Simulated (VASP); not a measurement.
**YbB2: single point with PBE**

YbB2:

```
CELL_PARAMETERS angstrom
3.25030 0.00000 0.00000
-1.62515 2.81484 0.00000
0.00000 0.00000 3.73150
ATOMIC_POSITIONS crystal
Yb 0.00000 0.00000 0.00000
B 0.66667 0.33333 0.50000
B 0.33333 0.66667 0.50000
```

- Program: VASP 6.6.1
- Task: single point
- Functional: PBE
- Potentials or basis: VASP PAW PBE potentials, release 64 (Yb, B)
- Cutoff: 520 eV
- k mesh: 8 × 8 × 6
- Occupations: fermi-dirac, width 0.05 eV
- Spin: collinear spin, ferromagnetic start
- Starting moments: [2.0, 0.0, 0.0] μB
- Fixed moment: 2 μB

```yaml
Pressure: 135.8 GPa
Net_moment: 2.00 μB per cell
Site_moments: Yb +1.05; B +0.18 μB
Valence_electrons_inside_the_program's_atomic_spheres: Yb 22.40; B 1.79
```

Stress tensor (GPa, compression positive):
```
131.55   0.00   0.00
  0.00 131.55   0.00
  0.00   0.00 144.17
```

Run time: 48 s on 1 thread of Intel(R) Xeon(R) 6975P-C (Granite Rapids) (shared host), peak memory 0.2 GiB.

Caveat: the stress differs along the axes, from 132 to 144 GPa; the total moment is fixed, so each spin has its own Fermi level and the state may be an excited one. The state reached can hang on the start; a lower one may exist.
